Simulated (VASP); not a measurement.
# Al (P-1) in VASP: a series of runs

Runs on Al. Level: PBEsol. Tasks: single point.

Everything below comes from runs of VASP 6.6.1. Logs are shortened: lines on timing, memory, paths and dates and some standing lists are left out, and cuts for length are marked.

## (1) The cell of the first run

The typed cell holds 4 atoms: a = 2.782 Å, b = 2.782 Å, c = 9.091 Å, α = 88.25°, β = 90.58°, γ = 109.47°.

## (2) Single point, PBEsol

File INCAR:

```
PREC     = Accurate       # precision mode
ENCUT    = 520            # plane-wave cutoff, eV
EDIFF    = 1E-7           # SCF threshold, eV
ISMEAR   = 0              # smearing method
SIGMA    = 0.15           # smearing width, eV
LREAL    = F              # projectors in reciprocal space
LASPH    = T              # aspherical terms in the spheres
NELM     = 80             # most SCF steps
ALGO     = Fast           # electronic algorithm
ISIF     = 2              # what is computed and relaxed
LWAVE    = F              # write WAVECAR
LCHARG   = F              # write CHGCAR
GGA      = PS             # functional
NBANDS   = 14             # bands
```

File KPOINTS:

```
regular mesh
0
Gamma
  16 16 5
```

File POSCAR:

```
Al
1.0
   -1.6063180831      1.6063180831     -1.6063180831
   -1.6063180831     -1.6063180831      1.6063180831
   -0.1606318083      6.2646405243      6.5859041409
Al
4
Direct
    0.0000000000     -0.0875000000      0.8750000000
    0.5000000000      0.4875000000      0.1250000000
    0.0000000000     -0.0375000000      0.3750000000
    0.5000000000      0.4375000000      0.6250000000
```

Potentials or basis: VASP PAW PBE potentials, release 64 (Al).

On the command line:

```
> cat potpaw_PBE.64/Al/POTCAR > POTCAR
> mpirun -np 1 vasp_std > vasp.out
```

OUTCAR:

```text
PREC = Accurate
   ENCUT = 520
   EDIFF = 1E-7
   ISMEAR = 0
   LREAL = F
   LASPH = T
   NELM = 80
   ISIF = 2
   GGA = PS

 ion  position               nearest neighbor table
   1  0.000  0.913  0.875-   2 2.70   4 2.78   4 2.78   2 2.89   2 3.06   4 3.21   4 3.21
   2  0.500  0.487  0.125-   1 2.70   3 2.78   3 2.78   1 2.89   1 3.06   3 3.21   3 3.21
   3  0.000  0.962  0.375-   4 2.78   2 2.78   2 2.78   4 2.78   4 3.21   2 3.21   2 3.21   4 3.21

   4  0.500  0.438  0.625-   1 2.78   3 2.78   3 2.78   1 2.78   3 3.21   1 3.21   3 3.21   1 3.21

  LATTYP: Found a triclinic cell.
 ALAT       =     2.7822245330
 B/A-ratio  =     1.0000000000
 C/A-ratio  =     3.2675168963
 COS(alpha) =     0.0102014265
 COS(beta)  =     0.0306042794
 COS(gamma) =     0.3333333333

  Lattice vectors:

 A1 = (  -1.6063180831,  -1.6063180831,   1.6063180831)
 A2 = (   1.6063180831,  -1.6063180831,   1.6063180831)
 A3 = (  -0.1606318083,   6.2646405243,   6.5859041409)

Analysis of symmetry for initial positions (statically):
=====================================================================
 Subroutine PRICEL returns:
 Original cell was already a primitive cell.

 Routine SETGRP: Setting up the symmetry group for a
 triclinic supercell.

 Subroutine GETGRP returns: Found  2 space group operations
 (whereof  1 operations were pure point group operations)
 out of a pool of  2 trial point group operations.

The static configuration has the point symmetry C_1 .
 The point group associated with its full space group is S_2 .

Analysis of symmetry for dynamics (positions and initial velocities):
=====================================================================
 Subroutine PRICEL returns:
 Original cell was already a primitive cell.

 Routine SETGRP: Setting up the symmetry group for a
 triclinic supercell.

 Subroutine GETGRP returns: Found  2 space group operations
 (whereof  1 operations were pure point group operations)
 out of a pool of  2 trial point group operations.

The dynamic configuration has the point symmetry C_1 .
 The point group associated with its full space group is S_2 .

 Subroutine INISYM returns: Found  2 space group operations
 (whereof  1 operations are pure point group operations),
 and found     1 'primitive' translations

----------------------------------------------------------------------------------------

                                     Primitive cell

  volume of cell :      66.3154

  direct lattice vectors                    reciprocal lattice vectors
    -1.606318083  1.606318083 -1.606318083    -0.311270853  0.155635427 -0.155635427
    -1.606318083 -1.606318083  1.606318083    -0.311270853 -0.163417198  0.147853655
    -0.160631808  6.264640524  6.585904141     0.000000000  0.077817713  0.077817713

  length of vectors
     2.782224533  2.782224533  9.090965671     0.381227381  0.381386193  0.110050865

  position of ions in fractional coordinates (direct lattice)
     1.000000000  0.912500000  0.875000000
     0.500000000  0.487500000  0.125000000
     1.000000000  0.962500000  0.375000000
     0.500000000  0.437500000  0.625000000

  ion indices of the primitive-cell ions
   primitive index   ion index
                 1           1
                 2           2
                 3           3
                 4           4

----------------------------------------------------------------------------------------

 KPOINTS: regular mesh

Automatic generation of k-mesh.
 Grid dimensions read from file:
 generate k-points for:   16   16    5

 Generating k-lattice:

  Cartesian coordinates                     Fractional coordinates (reciprocal lattice)
    -0.019454428  0.009727214 -0.009727214     0.062500000  0.000000000 -0.000000000
    -0.019454428 -0.010213575  0.009240853    -0.000000000  0.062500000  0.000000000
     0.000000000  0.015563543  0.015563543     0.000000000  0.000000000  0.200000000

  Length of vectors
     0.023826711  0.023836637  0.022010173

  Shift w.r.t. Gamma in fractional coordinates (k-lattice)
     0.000000000  0.000000000  0.000000000

 Subroutine IBZKPT returns following result:
 ===========================================

 Found    642 irreducible k-points:

 Following reciprocal coordinates:
            Coordinates               Weight
  0.000000  0.000000  0.000000      1.000000
  0.062500  0.000000  0.000000      2.000000
  0.125000  0.000000  0.000000      2.000000
  0.187500  0.000000  0.000000      2.000000
  0.250000  0.000000  0.000000      2.000000
  0.312500  0.000000  0.000000      2.000000
[... 16 lines left out ...]
 -0.187500  0.062500 -0.000000      2.000000
 -0.125000  0.062500 -0.000000      2.000000
 [... further k-points ...]
   k-points           NKPTS =    642   k-points in BZ     NKDIM =    642   number of bands    NBANDS=     14
   number of dos      NEDOS =    301   number of ions     NIONS =      4
   total plane-waves  NPLWV =  40320
   dimension x,y,z NGX =    24 NGY =   24 NGZ =   70
   dimension x,y,z NGXF=    48 NGYF=   48 NGZF=  140
   ions per type =               4
   NGX,Y,Z   is equivalent  to a cutoff of  14.34, 14.34, 12.80 a.u.
   NGXF,Y,Z  is equivalent  to a cutoff of  28.68, 28.68, 25.60 a.u.
 SYSTEM =  unknown system
   PREC   = accura    normal or accurate (medium, high low for compatibility)
   ISTART =      0    job   : 0-new  1-cont  2-samecut
   ICHARG =      2    charge: 1-file 2-atom 10-const
   ISPIN  =      1    spin polarized calculation?
   LNONCOLLINEAR =      F non collinear calculations
   LSORBIT =      F    spin-orbit coupling
   LASPH  =      T    aspherical Exc in radial PAW
   ENCUT  =  520.0 eV  38.22 Ry    6.18 a.u.   5.17  5.17 16.90*2*pi/ulx,y,z
   NELM   =     80;   NELMIN=  2; NELMDL= -5     # of ELM steps
   EDIFF  = 0.1E-06   stopping-criterion for ELM
   LREAL  =      F    real-space projection
   EDIFFG = 0.1E-05   stopping-criterion for IOM
   NSW    =      0    number of steps for IOM
   IBRION =     -1    ionic relax: 0-MD 1-quasi-New 2-CG
   NFREE  =      0    steps in history (QN), initial steepest desc. (CG)
   ISIF   =      2    stress and relaxation
   ISYM   =      2    0-nonsym 1-usesym 2-fastsym
   POTIM  = 0.5000    time-step for ionic-motion
   TEBEG  =    0.0;   TEEND  =   0.0 temperature during run
   PSTRESS=    0.0 pullay stress
   NELECT =      12.0000    total number of electrons
   NUPDOWN=      -1.0000    fix difference up-down
   EMIN   =  10.00;   EMAX   =-10.00  energy-range for DOS
   EFERMI =   0.00;   METHOD = LEGACY
   ISMEAR =     0;   SIGMA  =   0.15  broadening in eV -4-tet -1-fermi 0-gaus
   EFERMI_NEDOS =   21; number of points for ismear=-14 and -15
   IALGO  =     68    algorithm
   IMIX   =      4    mixing-type and parameters
     AMIX     =   0.40;   BMIX     =  1.00
     AMIX_MAG =   1.60;   BMIX_MAG =  1.00
  volume/ion in A,a.u.               =      16.58       111.88
  Fermi-wavevector in a.u.,A,eV,Ry     =   0.925970  1.749830 11.665920  0.857421
  Thomas-Fermi vector in A             =   2.051882
   LORBIT       =      0    0 simple, 1 ext, 2 COOP (PROOUT), +10 PAW based schemes
   GGA     = PS    functional components
   LHFCALC =     F    Hartree Fock is set to
   AEXX    =    0.0000 exact exchange contribution
   IVDW    =     0    specifies the selected vdW correction
   LEPSILON=     F    determine dielectric tensor
   LRPA    =     F    only Hartree local field effects (RPA)
 non-spin polarized calculation
 RMM-DIIS sequential band-by-band and
 Gauss-broadening in eV      SIGMA  =   0.15
  energy-cutoff  :      520.00
  volume of cell :       66.32
 maximum number of plane-waves:      1808
 NGX is ok and might be reduce to    24
   NGX = 11   NGY = 11   NGZ = 33

 number of electron      12.0000000 magnetization

 Free energy of the ion-electron system (eV)
  ---------------------------------------------------
  ext. energy  EPLUGINS =         0.00000000
  ---------------------------------------------------
  free energy    TOTEN  =       -15.97785518 eV

  energy without entropy =      -15.95637253  energy(sigma->0) =      -15.96711385

 E-fermi :   7.8890     XC(G=0): -10.2426

 val. band max:        7.8889538289   @ k =   0.1875   0.5000  -0.0000
 cond. band min:       7.8921320410   @ k =   0.3125  -0.0625   0.4000
 fundamental gap:      0.0031782121
 Fermi energy:         7.8889785069

 k-point     1 :       0.0000    0.0000    0.0000
  band No.  band energies     occupation
      1      -3.1929      2.00000
      2      -1.4109      2.00000
      3      -1.4105      2.00000
      4       3.5972      2.00000
      5       4.0488      2.00000
      6      12.1702      0.00000
      7      12.1820      0.00000
      8      16.0403      0.00000
      9      16.1565      0.00000
     10      17.3683      0.00000
     11      17.3763      0.00000
     12      17.7213      0.00000
     13      17.8418      0.00000
     14      17.9872      0.00000

 k-point     2 :       0.0625    0.0000    0.0000
  band No.  band energies     occupation
      1      -3.1089      2.00000
      2      -1.3279      2.00000
      3      -1.3275      2.00000
      4       3.6750      2.00000
      5       4.1311      2.00000
      6      12.2399      0.00000
      7      12.2541      0.00000
      8      14.5238      0.00000
      9      16.0407      0.00000
     10      16.0984      0.00000
     11      16.1765      0.00000
     12      17.3664      0.00000
     13      17.9178      0.00000
     14      18.5205      0.00000

 k-point     3 :       0.1250    0.0000    0.0000
  band No.  band energies     occupation
      1      -2.8571      2.00000
      2      -1.0792      2.00000
      3      -1.0787      2.00000
      4       3.9086      2.00000
      5       4.3767      2.00000
      6      12.4299      0.00000
      7      12.4554      0.00000
      8      12.4827      0.00000
      9      14.0841      0.00000
     10      14.1134      0.00000
     11      15.7498      0.00000
     12      16.9487      0.00000
     13      17.5377      0.00000
     14      18.4828      0.00000

 k-point     4 :       0.1875    0.0000    0.0000
  band No.  band energies     occupation
      1      -2.4383      2.00000
      2      -0.6657      2.00000
      3      -0.6651      2.00000
      4       4.2980      2.00000
      5       4.7818      2.00000
      6      10.4525      0.00000
      7      11.9729      0.00000
      8      11.9783      0.00000
      9      12.9226      0.00000
     10      12.9415      0.00000
     11      15.3861      0.00000
     12      16.5326      0.00000
     13      16.6348      0.00000
     14      16.8505      0.00000

 k-point     5 :       0.2500    0.0000    0.0000
  band No.  band energies     occupation
      1      -1.8541      2.00000
      2      -0.0889      2.00000
      3      -0.0880      2.00000
      4       4.8435      2.00000
      5       5.3332      2.00000
      6       8.5453      0.00000
      7      10.1203      0.00000
      8      10.1256      0.00000
      9      13.3646      0.00000
     10      13.3980      0.00000
     11      14.7636      0.00000
[... 276 lines left out ...]
 k-point    22 :      -0.2500    0.0625    0.0000
  band No.  band energies     occupation
      1      -1.9929      2.00000
      2      -0.2478      2.00000
      3      -0.2032      2.00000
      4       4.7100      2.00000
      5       5.2103      2.00000
      6       9.2251      0.00000
      7      10.7816      0.00000
      8      10.8176      0.00000
      9      13.1478      0.00000
     10      13.2881      0.00000
     11      15.4623      0.00000
     12      15.7478      0.00000
     13      16.5110      0.00000
     14      17.2828      0.00000

 k-point    23 :      -0.1875    0.0625   -0.0000
  band No.  band energies     occupation
      1      -2.5219      2.00000
      2      -0.7701      2.00000
      3      -0.7256      2.00000
      4       4.2165      2.00000
      5       4.7057      2.00000
      6      11.1584      0.00000
      7      12.4488      0.00000
      8      12.5636      0.00000
      9      12.9783      0.00000
     10      13.0187      0.00000
     11      17.3188      0.00000
     12      17.3547      0.00000
     13      17.4727      0.00000
     14      17.6349      0.00000

 k-point    24 :      -0.1250    0.0625   -0.0000
  band No.  band energies     occupation
      1      -2.8849      2.00000
      2      -1.1287      2.00000
      3      -1.0842      2.00000
      4       3.8789      2.00000
      5       4.3536      2.00000
      6      12.3538      0.00000
      7      12.4886      0.00000
      8      13.1287      0.00000
      9      14.6959      0.00000
     10      14.7288      0.00000
     11      17.0439      0.00000
     12      18.0535      0.00000
     13      18.3612      0.00000
     14      18.6017      0.00000

 [... further k-points ...]

------------------------ aborting loop because EDIFF is reached ----------------------------------------

  FORCE on cell =-STRESS in cart. coord.  units (eV):
  Direction    XX          YY          ZZ          XY          YZ          ZX
  --------------------------------------------------------------------------------------
  -------------------------------------------------------------------------------------
  Total       -0.0307927     -0.0023587      0.2153556      0.2175598      0.0281717      0.1779872
  in kB       -0.7439494     -0.0569867      5.2029793      5.2562326      0.6806269      4.3001619
  external PRESSURE =       1.4673477 kB  Pullay stress =       0.0000000 kB

 VOLUME and BASIS-vectors are now :
 -----------------------------------------------------------------------------
  energy-cutoff  :      520.00
  volume of cell :       66.32
      direct lattice vectors                 reciprocal lattice vectors
    -1.606318083  1.606318083 -1.606318083    -0.311270853  0.155635427 -0.155635427
    -1.606318083 -1.606318083  1.606318083    -0.311270853 -0.163417198  0.147853655
    -0.160631808  6.264640524  6.585904141     0.000000000  0.077817713  0.077817713

 POSITION                                       TOTAL-FORCE (eV/Angst)
 -----------------------------------------------------------------------------------
     -1.60632      4.01580      7.22843        -0.153742      0.026181     -0.083632
     -1.60632      0.80316      0.80316         0.153742     -0.026181      0.083632
     -1.60632      0.80316      4.01580        -0.008252     -0.011938      0.007502
     -1.60632      4.01580      4.01580         0.008252      0.011938     -0.007502
 -----------------------------------------------------------------------------------
    total drift:                               -0.000000     -0.000000      0.000000

  FREE ENERGIE OF THE ION-ELECTRON SYSTEM (eV)
  ---------------------------------------------------
  free  energy   TOTEN  =       -15.9778551779 eV

  energy  without entropy=      -15.9563725264  energy(sigma->0) =      -15.96711385
```

Wall time 4.4 min (1 thread of AMD EPYC 9R45 (Zen 5), shared host); peak memory 0.5 GiB.

Results:

```yaml
Free_energy: -15.9779 eV
Pressure: 0.1 GPa
Largest_force: 0.177 eV/Å
Band_gap_on_the_k_mesh: zero (bands 6 and 7 overlap by 6.52 eV)
```

Forces on the atoms (eV/Å):
```
Al  -0.154  0.026 -0.084
Al   0.154 -0.026  0.084
Al  -0.008 -0.012  0.008
Al   0.008  0.012 -0.008
```

Caveat: the PAW data sets were made with another functional, which shifts forces and pressure a little.

## (3) Single point, PBEsol

File INCAR:

```
SYSTEM = Al
PREC = Accurate
ENCUT = 520
EDIFF = 1E-6
ISMEAR = 0
SIGMA = 0.15
LREAL = .False.
LASPH = .True.
NELM = 100
ALGO = Fast
ISIF = 2
LWAVE = .False.
LCHARG = .False.
GGA = PS
NBANDS = 14
```

File KPOINTS:

```
regular mesh
0
Gamma
  16 16 5
  0 0 0
```

File POSCAR:

```
Al
1.0
   -1.6063180831      1.6063180831     -1.6063180831
   -1.6063180831     -1.6063180831      1.6063180831
   -1.1244226582      6.2646405243      6.5859041409
Al
4
Direct
   -0.2625000000     -0.3500000000      0.8750000000
    0.4625000000      0.4500000000      0.1250000000
   -0.1125000000     -0.1500000000      0.3750000000
    0.3125000000      0.2500000000      0.6250000000
```

Potentials or basis: VASP PAW PBE potentials, release 64 (Al).

On the command line:

```
> cat potpaw_PBE.64/Al/POTCAR > POTCAR
> mpirun -np 1 vasp_std > vasp.out
```

Run time: 3.4 min. Hardware: 1 thread of AMD EPYC 9R45 (Zen 5), shared host; peak memory 0.49 GiB.

It converged, with:

| Item | Value |
| --- | --- |
| Free energy | -15.5406 eV |
| Pressure | 3.6 GPa |
| Largest force | 2.091 eV/Å |
| Band gap on the k mesh | zero (bands 6 and 7 overlap by 6.58 eV) |

Forces on the atoms (eV/Å):
```
Al  -0.549 -1.195 -1.626
Al   0.549  1.195  1.626
Al  -0.020 -0.050 -0.048
Al   0.020  0.050  0.048
```

Stress tensor (GPa, compression positive):
```
-0.02  1.74  2.05
 1.74  3.71  4.44
 2.05  4.44  7.00
```

Levels at points of the mesh, in eV from the Fermi level:
| k point | band 4 | band 5 | band 6 | band 7 | band 8 | band 9 |
| --- | --- | --- | --- | --- | --- | --- |
| (0.00, 0.00, 0.00) | -4.31 | -3.79 | 4.03 | 4.35 | 8.44 | 8.57 |
| (0.50, 0.00, 0.00) | -4.50 | -3.83 | -3.14 | -0.20 | 0.24 | 1.92 |
| (0.00, 0.50, 0.00) | -4.67 | -3.63 | -2.94 | -0.51 | -0.01 | 2.26 |
| (0.50, 0.50, 0.00) | -2.60 | -2.07 | -2.07 | 1.34 | 2.08 | 2.27 |

Caveat: the cell stands under pressure; the PAW data sets were made with another functional, which shifts forces and pressure a little.
